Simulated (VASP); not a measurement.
# FeO in VASP: a series of runs, part 2 of 2

VASP 6.6.1.

### 3 Single point, PBEsol, collinear spin, ferromagnetic start

This run uses another cell than the first one, of 9.15 Å³/atom.

INCAR reads:

```
SYSTEM = FeO
  PREC = Accurate
  ENCUT = 520
  EDIFF = 1E-6
  ISMEAR = -1
  SIGMA = 0.05
  LREAL = .False.
  LASPH = .True.
  NELM = 150
  ALGO = Normal
  ISIF = 2
  LWAVE = .False.
  LCHARG = .False.
  ISPIN = 2
  MAGMOM = 3 0
  LORBIT = 11
  LMAXMIX = 4
  GGA = PS
  NBANDS = 18
```

KPOINTS reads:

```
Automatic mesh
0
Gamma
  12 12 12
  0 0 0
```

POSCAR reads:

```
FeO
1.0
   -1.4789071705      1.4789071705      2.0911195180
    1.4789071705     -1.4789071705      2.0911195180
    1.4789071705      1.4789071705     -2.0911195180
Fe O
1 1
Direct
    0.0000000000      0.0000000000      0.0000000000
    0.5000000000      0.5000000000      0.0000000000
```

Potentials or basis: VASP PAW PBE potentials, release 64 (Fe, O).

Started as:

```bash
$ cat potpaw_PBE.64/Fe/POTCAR potpaw_PBE.64/O/POTCAR > POTCAR
$ mpirun -np 1 vasp_std > vasp.out
```

OUTCAR:

```text
SYSTEM = FeO
   PREC = Accurate
   ENCUT = 520
   EDIFF = 1E-6
   ISMEAR = -1
   LREAL = .False.
   LASPH = .True.
   NELM = 150
   ISIF = 2
   ISPIN = 2
   LORBIT = 11
   GGA = PS

 ion  position               nearest neighbor table
   1  0.000  0.000  0.000-   2 2.09   2 2.09   2 2.09   2 2.09   2 2.09   2 2.09
   2  0.500  0.500  0.000-   1 2.09   1 2.09   1 2.09   1 2.09   1 2.09   1 2.09

  LATTYP: Found a body centered tetragonal cell.
 ALAT       =     2.9578143410
 C/A-ratio  =     1.4139626609

  Lattice vectors:

 A1 = (  -1.4789071705,   1.4789071705,   2.0911195180)
 A2 = (   1.4789071705,  -1.4789071705,   2.0911195180)
 A3 = (   1.4789071705,   1.4789071705,  -2.0911195180)

Analysis of symmetry for initial positions (statically):
=====================================================================
 Subroutine PRICEL returns:
 Original cell was already a primitive cell.

 Routine SETGRP: Setting up the symmetry group for a
 body centered tetragonal supercell.

 Subroutine GETGRP returns: Found 16 space group operations
 (whereof 16 operations were pure point group operations)
 out of a pool of 16 trial point group operations.

The static configuration has the point symmetry D_4h.

Analysis of symmetry for dynamics (positions and initial velocities):
=====================================================================
 Subroutine PRICEL returns:
 Original cell was already a primitive cell.

 Routine SETGRP: Setting up the symmetry group for a
 body centered tetragonal supercell.

 Subroutine GETGRP returns: Found 16 space group operations
 (whereof 16 operations were pure point group operations)
 out of a pool of 16 trial point group operations.

The dynamic configuration has the point symmetry D_4h.

Analysis of structural, dynamic, and magnetic symmetry:
=====================================================================
 Subroutine PRICEL returns:
 Original cell was already a primitive cell.

 Routine SETGRP: Setting up the symmetry group for a
 body centered tetragonal supercell.

 Subroutine GETGRP returns: Found 16 space group operations
 (whereof 16 operations were pure point group operations)
 out of a pool of 16 trial point group operations.

The overall configuration has the point symmetry D_4h.

 Subroutine INISYM returns: Found 16 space group operations
 (whereof 16 operations are pure point group operations),
 and found     1 'primitive' translations

----------------------------------------------------------------------------------------

                                     Primitive cell

  volume of cell :      18.2945

  direct lattice vectors                    reciprocal lattice vectors
    -1.478907171  1.478907171  2.091119518     0.000000000  0.338087481  0.239106371
     1.478907171 -1.478907171  2.091119518     0.338087481  0.000000000  0.239106371
     1.478907171  1.478907171 -2.091119518     0.338087481  0.338087481  0.000000000

  length of vectors
     2.957551974  2.957551974  2.957551974     0.414095402  0.414095402  0.478127901

  position of ions in fractional coordinates (direct lattice)
     0.000000000  0.000000000  0.000000000
     0.500000000  0.500000000  0.000000000

  ion indices of the primitive-cell ions
   primitive index   ion index
                 1           1
[... 66 lines left out ...]
   ICHARG =      2    charge: 1-file 2-atom 10-const
   ISPIN  =      2    spin polarized calculation?
   LNONCOLLINEAR =      F non collinear calculations
   LSORBIT =      F    spin-orbit coupling
   LASPH  =      T    aspherical Exc in radial PAW
   ENCUT  =  520.0 eV  38.22 Ry    6.18 a.u.   5.50  5.50  5.50*2*pi/ulx,y,z
   NELM   =    150;   NELMIN=  2; NELMDL= -5     # of ELM steps
   EDIFF  = 0.1E-05   stopping-criterion for ELM
   LREAL  =      F    real-space projection
   EDIFFG = 0.1E-04   stopping-criterion for IOM
   NSW    =      0    number of steps for IOM
   IBRION =     -1    ionic relax: 0-MD 1-quasi-New 2-CG
   NFREE  =      0    steps in history (QN), initial steepest desc. (CG)
   ISIF   =      2    stress and relaxation
   ISYM   =      2    0-nonsym 1-usesym 2-fastsym
   POTIM  = 0.5000    time-step for ionic-motion
   TEBEG  =    0.0;   TEEND  =   0.0 temperature during run
   PSTRESS=    0.0 pullay stress
   NELECT =      14.0000    total number of electrons
   NUPDOWN=      -1.0000    fix difference up-down
   EMIN   =  10.00;   EMAX   =-10.00  energy-range for DOS
   EFERMI =   0.00;   METHOD = LEGACY
   ISMEAR =    -1;   SIGMA  =   0.05  broadening in eV -4-tet -1-fermi 0-gaus
   EFERMI_NEDOS =   21; number of points for ismear=-14 and -15
   IALGO  =     38    algorithm
   IMIX   =      4    mixing-type and parameters
     AMIX     =   0.40;   BMIX     =  1.00
     AMIX_MAG =   1.60;   BMIX_MAG =  1.00
  volume/ion in A,a.u.               =       9.15        61.73
  Fermi-wavevector in a.u.,A,eV,Ry     =   1.497421  2.829716 30.507935  2.242270
  Thomas-Fermi vector in A             =   2.609311
   LORBIT       =     11    0 simple, 1 ext, 2 COOP (PROOUT), +10 PAW based schemes
   GGA     = PS    functional components
   LHFCALC =     F    Hartree Fock is set to
   AEXX    =    0.0000 exact exchange contribution
   IVDW    =     0    specifies the selected vdW correction
   LEPSILON=     F    determine dielectric tensor
   LRPA    =     F    only Hartree local field effects (RPA)
 spin polarized calculation
  energy-cutoff  :      520.00
  volume of cell :       18.29
 maximum number of plane-waves:       531
 NGX is ok and might be reduce to    24
   NGX = 11   NGY = 11   NGZ = 11

 number of electron      14.0000006 magnetization       3.9692070

 Free energy of the ion-electron system (eV)
  ---------------------------------------------------
  ext. energy  EPLUGINS =         0.00000000
  ---------------------------------------------------
  free energy    TOTEN  =       -15.83685212 eV

  energy without entropy =      -15.82562349  energy(sigma->0) =      -15.83123781

 E-fermi :   7.0728     XC(G=0): -12.9208

 val. band max:        7.0712715505   @ k =  -0.1667  -0.1667   0.1667
 cond. band min:       7.0740955044   @ k =   0.0833   0.0833   0.0833
 fundamental gap:      0.0028239539
 Fermi energy:         7.0727619231

 spin component 1

 k-point     1 :       0.0000    0.0000    0.0000
  band No.  band energies     occupation
      1     -14.3895      1.00000
      2       2.9163      1.00000
      3       2.9166      1.00000
      4       2.9166      1.00000
      5       3.1124      1.00000
      6       3.1124      1.00000
[... 493 lines left out ...]
     17      34.2554      0.00000
     18      35.7953      0.00000

 [... further k-points ...]

 spin component 2

 k-point     1 :       0.0000    0.0000    0.0000
  band No.  band energies     occupation
      1     -13.8039      1.00000
      2       3.5441      1.00000
      3       3.5447      1.00000
      4       3.5447      1.00000
      5       6.1958      1.00000
      6       6.1958      1.00000
[... 493 lines left out ...]
     17      34.8918      0.00000
     18      36.4849      0.00000

 [... further k-points ...]

------------------------ aborting loop because EDIFF is reached ----------------------------------------

  FORCE on cell =-STRESS in cart. coord.  units (eV):
  Direction    XX          YY          ZZ          XY          YZ          ZX
  --------------------------------------------------------------------------------------
  -------------------------------------------------------------------------------------
  Total        1.1995081      1.1995081      1.2028114      0.0000000      0.0000000      0.0000000
  in kB      105.0492855    105.0492855    105.3385748      0.0000000      0.0000000      0.0000000
  external PRESSURE =     105.1457153 kB  Pullay stress =       0.0000000 kB

 VOLUME and BASIS-vectors are now :
 -----------------------------------------------------------------------------
  energy-cutoff  :      520.00
  volume of cell :       18.29
      direct lattice vectors                 reciprocal lattice vectors
    -1.478907171  1.478907171  2.091119518     0.000000000  0.338087481  0.239106371
     1.478907171 -1.478907171  2.091119518     0.338087481  0.000000000  0.239106371
     1.478907171  1.478907171 -2.091119518     0.338087481  0.338087481  0.000000000

 POSITION                                       TOTAL-FORCE (eV/Angst)
 -----------------------------------------------------------------------------------
      0.00000      0.00000      0.00000        -0.000000      0.000000     -0.000000
      0.00000      0.00000      2.09112         0.000000     -0.000000      0.000000
 -----------------------------------------------------------------------------------
    total drift:                               -0.000000      0.000000     -0.000000

  FREE ENERGIE OF THE ION-ELECTRON SYSTEM (eV)
  ---------------------------------------------------
  free  energy   TOTEN  =       -15.8368521205 eV

  energy  without entropy=      -15.8256234898  energy(sigma->0) =      -15.83123781

 total charge

# of ion       s       p       d       tot
------------------------------------------
    1        0.320   0.431   6.162   6.913
    2        1.552   3.464   0.000   5.016
--------------------------------------------------
tot          1.872   3.895   6.162  11.929

 magnetization (x)

# of ion       s       p       d       tot
------------------------------------------
    1        0.027   0.023   3.524   3.574
    2        0.034   0.281   0.000   0.315
--------------------------------------------------
tot          0.060   0.304   3.524   3.889
```

stdout:

```text
POSCAR found type information on POSCAR FeO
 POSCAR found :  2 types and       2 ions
 scaLAPACK will be used
 -----------------------------------------------------------------------------
|                                                                             |
|                                                                             |
|     You enforced a specific xc type in the INCAR file but a different       |
|     I HOPE YOU KNOW WHAT YOU ARE DOING!                                     |
|                                                                             |
 -----------------------------------------------------------------------------

 LDA part: xc-table for (Slater+PW92), standard interpolation
 POSCAR, INCAR and KPOINTS ok, starting setup
 FFT: planning ... GRIDC
 FFT: planning ... GRID_SOFT
 FFT: planning ... GRID
 WAVECAR not read
 entering main loop
```

Run time: 2.6 min. Hardware: 1 thread of Intel Xeon 8259CL, shared host; peak memory 0.22 GiB.

What came out:

```yaml
Free_energy: -15.8369 eV
Pressure: 10.5 GPa
Band_gap_on_the_k_mesh: zero (filled and empty bands overlap)
Net_moment: 3.97 μB per cell
Site_moments: Fe +3.57; O +0.32 μB
Valence_electrons_inside_the_program's_atomic_spheres: Fe 6.91; O 5.02
```

Caveat: the cell stands under pressure; the PAW data sets were made with another functional, which shifts forces and pressure a little; a cell with one magnetic atom can't hold antiferromagnetic order, which such compounds often take; semilocal functionals often make such compounds metallic where correlation or magnetic order opens a gap, which also shifts bond lengths. With open d or f shells a metallic result of PBEsol can be an artefact of self-interaction; +U or a hybrid may open a gap.
